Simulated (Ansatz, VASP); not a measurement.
One calculation of Al4GeRu, two programs

Contents of INCAR:

```
SYSTEM = Al4GeRu
PREC = Accurate ; ENCUT = 520
EDIFF = 1E-7 ; ISMEAR = 0
SIGMA = 0.1 ; LREAL = .False.
LASPH = .True. ; NELM = 80
ALGO = Fast ; ISIF = 2
LWAVE = .False. ; LCHARG = .False.
GGA = PE ; NBANDS = 29
```

Contents of KPOINTS:

```
regular mesh
0
Gamma
  6 6 4
  0 0 0
```

Contents of POSCAR:

```
Al4GeRu
1.0
    4.7809971500      0.0000000000      0.0000000000
   -2.3904985800      4.1404649900      0.0000000000
    0.0000000000      0.0000000000      5.0957701900
Al Ge Ru
4 1 1
Direct
    0.3333333300      0.6666666700      0.2799467000
    0.3333333300      0.6666666700      0.7200533000
    0.6666666700      0.3333333300      0.7200533000
    0.6666666700      0.3333333300      0.2799467000
    0.0000000000      0.0000000000      0.0000000000
    0.0000000000      0.0000000000      0.5000000000
```

Input for Ansatz:

```yaml
crystal:
  lattice:
    - [4.78099715, 0.0, 0.0]
    - [-2.39049858, 4.14046499, 0.0]
    - [0.0, 0.0, 5.09577019]
  atoms:
    - { symbol: Al, position: [0.33333333, 0.66666667, 0.2799467] }
    - { symbol: Al, position: [0.33333333, 0.66666667, 0.7200533] }
    - { symbol: Al, position: [0.66666667, 0.33333333, 0.7200533] }
    - { symbol: Al, position: [0.66666667, 0.33333333, 0.2799467] }
    - { symbol: Ge, position: [0.0, 0.0, 0.0] }
    - { symbol: Ru, position: [0.0, 0.0, 0.5] }
basis:
  ecutwfc: 420
kpoints:
  mp_grid: { grid: [6, 6, 4] }
hamiltonian:
  xc: pbe
scf:
  occupations: { method: gaussian, width: 0.1 }
  lower_state_search: "off"
output:
  forces: true
  stress: true
  eigenvalues: true
```

Alike in both runs: task single point; functional PBE; k mesh 6 × 6 × 4; occupations gaussian, width 0.1 eV; no spin polarisation.

|  | VASP | Ansatz |
| --- | --- | --- |
| version | VASP 6.6.1 | Ansatz 0.2.0 |
| potentials or method | VASP PAW PBE potentials, release 64 (Al, Ge_d, Ru_pv), cutoff 520 eV | scalar-relativistic, plane waves, PAW |
| valence electrons in the cell | 40 | 42 |

Ansatz gave:

- gap on the k mesh at the Fermi level (eV): none
- pressure (GPa): -0.3
- traceless stress, the component that is largest in VASP (GPa): 11.34
- rms of the force components (eV/Å): 1.559

**Question.** What did VASP give for the same quantities?

**Answer.** gap on the k mesh at the Fermi level (eV): none; pressure (GPa): -0.3; traceless stress, the component that is largest in VASP (GPa): 11.37; rms of the force components (eV/Å): 1.558.

Atom by atom the forces differ by 0.000 eV/Å (rms over components). A gap of «none» marks a metal or a gap that the smearing closes. VASP's potentials hold 40 valence electrons a cell and Ansatz's 42, so a difference there can come from the potentials and not from the codes.
